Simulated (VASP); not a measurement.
# B2Se (I4_1/amd) in VASP: single point with PBE

Aim: the single point of B2Se with PBE.

All numbers are computed with VASP 6.6.1; they aren't measurements. Logs are shortened: lines on timing, memory, paths and dates and some standing lists are left out, and cuts for length are marked.

## Step 1: The cell of the first run

The structure is tetragonal, space group I4_1/amd (No. 141). Conventional cell: a = 3.997 Å, b = 3.997 Å, c = 7.997 Å, α = 90.00°, β = 90.00°, γ = 90.00°. B (site symmetry 2mm) has 3 B at 1.78 to 2.01 Å and 2 Se at 2.28 Å within 2.4 Å. Within 3.2 Å of Se (site symmetry -4m2) lie 14 B at 2.28 to 3.11 Å and 4 Se at 2.83 Å.

## Step 2: Single point, PBE

Input file POSCAR:

```
B2Se
1.0
   -1.9983261626      1.9983261626      3.9987235351
    1.9983261626     -1.9983261626      3.9987235351
    1.9983261626      1.9983261626     -3.9987235351
B Se
4 2
Direct
    0.8614509825      0.3614509825      0.5000000000
    0.1114509825      0.1114509825      0.0000000000
    0.6385490175      0.1385490175      0.5000000000
    0.8885490175      0.8885490175      0.0000000000
    0.2500000000      0.7500000000      0.5000000000
    0.5000000000      0.5000000000      0.0000000000
```

Input file INCAR.step1:

```
SYSTEM = B2Se
ALGO = Normal
EDIFF = 1E-6
ENCUT = 520
GGA = PE
ISIF = 2
ISMEAR = 0
LASPH = .True.
LCHARG = .True.
LREAL = .False.
LWAVE = .False.
NBANDS = 21
NELM = 60
PREC = Accurate
SIGMA = 0.1
```

Input file KPOINTS.step1:

```
k-points
0
Gamma
  14 14 14
  0 0 0
```

Input file INCAR.step2:

```
SYSTEM = B2Se
ALGO = Normal
EDIFF = 1E-6
ENCUT = 520
GGA = PE
ICHARG = 11
ISIF = 2
ISMEAR = -5
LASPH = .True.
LCHARG = .False.
LORBIT = 11
LREAL = .False.
LWAVE = .False.
NBANDS = 21
NEDOS = 1001
NELM = 60
PREC = Accurate
SIGMA = 0.1
```

Input file KPOINTS.step2:

```
k-points
0
Gamma
  21 21 21
  0 0 0
```

Potentials or basis: VASP PAW PBE potentials, release 64 (B, Se).

The run is started by

```
cat potpaw_PBE.64/B/POTCAR potpaw_PBE.64/Se/POTCAR > POTCAR
cp INCAR.step1 INCAR
cp KPOINTS.step1 KPOINTS
mpirun -np 1 vasp_std > vasp.out
cp INCAR.step2 INCAR
cp KPOINTS.step2 KPOINTS
mpirun -np 1 vasp_std > vasp.out
```

OUTCAR:

```text
SYSTEM = B2Se
   EDIFF = 1E-6
   ENCUT = 520
   GGA = PE
   ICHARG = 11
   ISIF = 2
   ISMEAR = -5
   LASPH = .True.
   LORBIT = 11
   LREAL = .False.
   NELM = 60
   PREC = Accurate

 ion  position               nearest neighbor table
   1  0.861  0.361  0.500-   3 1.78   4 2.01   4 2.01   6 2.28   6 2.28
   2  0.111  0.111  0.000-   4 1.78   3 2.01   3 2.01   5 2.28   5 2.28
   3  0.639  0.139  0.500-   1 1.78   2 2.01   2 2.01   6 2.28   6 2.28
   4  0.889  0.889  0.000-   2 1.78   1 2.01   1 2.01   5 2.28   5 2.28
   5  0.250  0.750  0.500-   4 2.28   2 2.28   4 2.28   2 2.28
   6  0.500  0.500  0.000-   3 2.28   1 2.28   3 2.28   1 2.28

  LATTYP: Found a body centered tetragonal cell.
 ALAT       =     3.9966523252
 C/A-ratio  =     2.0010364724

  Lattice vectors:

 A1 = (  -1.9983261626,   1.9983261626,   3.9987235351)
 A2 = (   1.9983261626,  -1.9983261626,   3.9987235351)
 A3 = (   1.9983261626,   1.9983261626,  -3.9987235351)

Analysis of symmetry for initial positions (statically):
=====================================================================
 Subroutine PRICEL returns:
 Original cell was already a primitive cell.

 Routine SETGRP: Setting up the symmetry group for a
 body centered tetragonal supercell.

 Subroutine GETGRP returns: Found 16 space group operations
 (whereof  8 operations were pure point group operations)
 out of a pool of 16 trial point group operations.

The static configuration has the point symmetry D_2d.
 The point group associated with its full space group is D_4h.

Analysis of symmetry for dynamics (positions and initial velocities):
=====================================================================
 Subroutine PRICEL returns:
 Original cell was already a primitive cell.

 Routine SETGRP: Setting up the symmetry group for a
 body centered tetragonal supercell.

 Subroutine GETGRP returns: Found 16 space group operations
 (whereof  8 operations were pure point group operations)
 out of a pool of 16 trial point group operations.

The dynamic configuration has the point symmetry D_2d.
 The point group associated with its full space group is D_4h.

 Subroutine INISYM returns: Found 16 space group operations
 (whereof  8 operations are pure point group operations),
 and found     1 'primitive' translations

----------------------------------------------------------------------------------------

                                     Primitive cell

  volume of cell :      63.8725

  direct lattice vectors                    reciprocal lattice vectors
    -1.998326163  1.998326163  3.998723535     0.000000000  0.250209405  0.125039902
     1.998326163 -1.998326163  3.998723535     0.250209405  0.000000000  0.125039902
     1.998326163  1.998326163 -3.998723535     0.250209405  0.250209405  0.000000000

  length of vectors
     4.896570720  4.896570720  4.896570720     0.279713645  0.279713645  0.353849534

  position of ions in fractional coordinates (direct lattice)
     0.861450983  0.361450983  0.500000000
     0.111450983  0.111450983  0.000000000
     0.638549017  0.138549017  0.500000000
     0.888549017  0.888549017  0.000000000
     0.250000000  0.750000000  0.500000000
     0.500000000  0.500000000  0.000000000

  ion indices of the primitive-cell ions
   primitive index   ion index
                 1           1
                 2           2
                 3           3
                 4           4
                 5           5
                 6           6

----------------------------------------------------------------------------------------

 KPOINTS: k-points

Automatic generation of k-mesh.
 Grid dimensions read from file:
 generate k-points for:   21   21   21

 Generating k-lattice:

  Cartesian coordinates                     Fractional coordinates (reciprocal lattice)
     0.000000000  0.011914734  0.005954281     0.047619048  0.000000000 -0.000000000
     0.011914734  0.000000000  0.005954281     0.000000000  0.047619048 -0.000000000
     0.011914734  0.011914734  0.000000000     0.000000000  0.000000000  0.047619048

  Length of vectors
     0.013319697  0.013319697  0.016849978

  Shift w.r.t. Gamma in fractional coordinates (k-lattice)
     0.000000000  0.000000000  0.000000000

 TETIRR: Found  11769 inequivalent tetrahedra from    55566

 Subroutine IBZKPT returns following result:
 ===========================================

 Found    726 irreducible k-points:

 Following reciprocal coordinates:
            Coordinates               Weight
  0.000000  0.000000  0.000000      1.000000
  0.047619  0.000000 -0.000000      8.000000
  0.095238  0.000000 -0.000000      8.000000
  0.142857  0.000000 -0.000000      8.000000
  0.190476  0.000000 -0.000000      8.000000
  0.238095  0.000000 -0.000000      8.000000
[... 16 lines left out ...]
 -0.428571  0.047619  0.000000     16.000000
 -0.380952  0.047619  0.000000     16.000000
 [... further k-points ...]
   k-points           NKPTS =    726   k-points in BZ     NKDIM =    726   number of bands    NBANDS=     21
   number of dos      NEDOS =   1001   number of ions     NIONS =      6
   total plane-waves  NPLWV =  46656
   dimension x,y,z NGX =    36 NGY =   36 NGZ =   36
   dimension x,y,z NGXF=    72 NGYF=   72 NGZF=   72
   ions per type =               4   2
   NGX,Y,Z   is equivalent  to a cutoff of  12.22, 12.22, 12.22 a.u.
   NGXF,Y,Z  is equivalent  to a cutoff of  24.45, 24.45, 24.45 a.u.
 SYSTEM =  B2Se
   PREC   = accura    normal or accurate (medium, high low for compatibility)
   ISTART =      0    job   : 0-new  1-cont  2-samecut
   ICHARG =     11    charge: 1-file 2-atom 10-const
   ISPIN  =      1    spin polarized calculation?
   LNONCOLLINEAR =      F non collinear calculations
   LSORBIT =      F    spin-orbit coupling
   LASPH  =      T    aspherical Exc in radial PAW
   ENCUT  =  520.0 eV  38.22 Ry    6.18 a.u.   9.10  9.10  9.10*2*pi/ulx,y,z
   NELM   =     60;   NELMIN=  2; NELMDL=  0     # of ELM steps
   EDIFF  = 0.1E-05   stopping-criterion for ELM
   LREAL  =      F    real-space projection
   EDIFFG = 0.1E-04   stopping-criterion for IOM
   NSW    =      0    number of steps for IOM
   IBRION =     -1    ionic relax: 0-MD 1-quasi-New 2-CG
   NFREE  =      0    steps in history (QN), initial steepest desc. (CG)
   ISIF   =      2    stress and relaxation
   ISYM   =      2    0-nonsym 1-usesym 2-fastsym
   POTIM  = 0.5000    time-step for ionic-motion
   TEBEG  =    0.0;   TEEND  =   0.0 temperature during run
   PSTRESS=    0.0 pullay stress
   NELECT =      24.0000    total number of electrons
   NUPDOWN=      -1.0000    fix difference up-down
   EMIN   =  10.00;   EMAX   =-10.00  energy-range for DOS
   EFERMI =   0.00;   METHOD = LEGACY
   ISMEAR =    -5;   SIGMA  =   0.10  broadening in eV -4-tet -1-fermi 0-gaus
   EFERMI_NEDOS =   21; number of points for ismear=-14 and -15
   IALGO  =     38    algorithm
   IMIX   =      4    mixing-type and parameters
     AMIX     =   0.40;   BMIX     =  1.00
     AMIX_MAG =   1.60;   BMIX_MAG =  1.00
  volume/ion in A,a.u.               =      10.65        71.84
  Fermi-wavevector in a.u.,A,eV,Ry     =   1.181337  2.232404 18.987713  1.395558
  Thomas-Fermi vector in A             =   2.317613
   LORBIT       =     11    0 simple, 1 ext, 2 COOP (PROOUT), +10 PAW based schemes
   GGA     = PE    functional components
   LHFCALC =     F    Hartree Fock is set to
   AEXX    =    0.0000 exact exchange contribution
   IVDW    =     0    specifies the selected vdW correction
   LEPSILON=     F    determine dielectric tensor
   LRPA    =     F    only Hartree local field effects (RPA)
 non-spin polarized calculation
 Fermi weights with tetrahedron method with Bloechl corrections
  energy-cutoff  :      520.00
  volume of cell :       63.87
 maximum number of plane-waves:      1752

 number of electron      24.0000001 magnetization

 Free energy of the ion-electron system (eV)
  ---------------------------------------------------
  ext. energy  EPLUGINS =         0.00000000
  ---------------------------------------------------
  free energy    TOTEN  =       -28.36924811 eV

  energy without entropy =      -28.36924811  energy(sigma->0) =      -28.36924811

 E-fermi :   7.5036     XC(G=0): -11.6554

 val. band max:        7.5856403976   @ k =  -0.2381   0.2381   0.1429
 cond. band min:       7.3806459497   @ k =  -0.4762   0.4762   0.4762
 fundamental gap:     -0.2049944479
 Fermi energy:         7.5036448996

 k-point     1 :       0.0000    0.0000    0.0000
  band No.  band energies     occupation
      1     -10.0685      2.00000
      2      -4.8520      2.00000
      3      -0.3754      2.00000
      4      -0.1254      2.00000
      5       1.4721      2.00000
      6       1.6963      2.00000
[... 13 lines left out ...]
     20      14.0491      0.00000
     21      14.0491      0.00000

 k-point     2 :       0.0476    0.0000   -0.0000
  band No.  band energies     occupation
      1     -10.0483      2.00000
      2      -4.8805      2.00000
      3      -0.4925      2.00000
      4      -0.1239      2.00000
      5       1.1989      2.00000
      6       1.5562      2.00000
[... 13 lines left out ...]
     20      14.0769      0.00000
     21      14.0820      0.00000
[... 487 lines left out ...]
      5       1.0505      2.00000
      6       1.8509      2.00000
[... 13 lines left out ...]
     20      14.5797      0.00000
     21      15.8580      0.00000

 k-point    24 :      -0.3810    0.0476    0.0000
  band No.  band energies     occupation
      1      -8.9614      2.00000
      2      -6.2324      2.00000
      3      -3.2725      2.00000
      4      -1.2571      2.00000
      5       0.9699      2.00000
      6       1.8468      2.00000
[... 13 lines left out ...]
     20      14.2866      0.00000
     21      16.2734      0.00000

 [... further k-points ...]

------------------------ aborting loop because EDIFF is reached ----------------------------------------

  FORCE on cell =-STRESS in cart. coord.  units (eV):
  Direction    XX          YY          ZZ          XY          YZ          ZX
  --------------------------------------------------------------------------------------
  -------------------------------------------------------------------------------------
  Total        0.0538813      0.0538813     -0.0382100      0.0000000     -0.0000000      0.0000000
  in kB        1.3515584      1.3515584     -0.9584601      0.0000000     -0.0000000      0.0000000
  external PRESSURE =       0.5815522 kB  Pullay stress =       0.0000000 kB

 VOLUME and BASIS-vectors are now :
 -----------------------------------------------------------------------------
  energy-cutoff  :      520.00
  volume of cell :       63.87
      direct lattice vectors                 reciprocal lattice vectors
    -1.998326163  1.998326163  3.998723535     0.000000000  0.250209405  0.125039902
     1.998326163 -1.998326163  3.998723535     0.250209405  0.000000000  0.125039902
     1.998326163  1.998326163 -3.998723535     0.250209405  0.250209405  0.000000000

 POSITION                                       TOTAL-FORCE (eV/Angst)
 -----------------------------------------------------------------------------------
      0.00000      1.99833      2.89069        -0.000000      0.000000      0.000977
      0.00000      0.00000      0.89132        -0.000000     -0.000000      0.000977
      0.00000      1.99833      1.10804         0.000000      0.000000     -0.000977
      0.00000      0.00000      7.10612        -0.000000     -0.000000     -0.000977
      1.99833     -0.00000      1.99936         0.000000      0.000000      0.000000
      0.00000      0.00000      3.99872         0.000000      0.000000      0.000000
 -----------------------------------------------------------------------------------
    total drift:                               -0.000000      0.000000      0.000000

  FREE ENERGIE OF THE ION-ELECTRON SYSTEM (eV)
  ---------------------------------------------------
  free  energy   TOTEN  =       -28.3692481120 eV

  energy  without entropy=      -28.3692481120  energy(sigma->0) =      -28.36924811

 total charge

# of ion       s       p       d       tot
------------------------------------------
    1        0.691   0.991   0.000   1.682
    2        0.691   0.991   0.000   1.682
    3        0.691   0.991   0.000   1.682
    4        0.691   0.991   0.000   1.682
    5        1.505   2.212   0.112   3.829
    6        1.505   2.212   0.112   3.829
--------------------------------------------------
tot          5.774   8.389   0.223  14.386
```

Run time: 14 min. Hardware: 1 thread of Intel Xeon 6975P-C (Granite Rapids), shared host; peak memory 0.84 GiB.

Results:

```yaml
Valence_electrons_inside_the_program's_atomic_spheres: B 1.68; Se 3.83
```
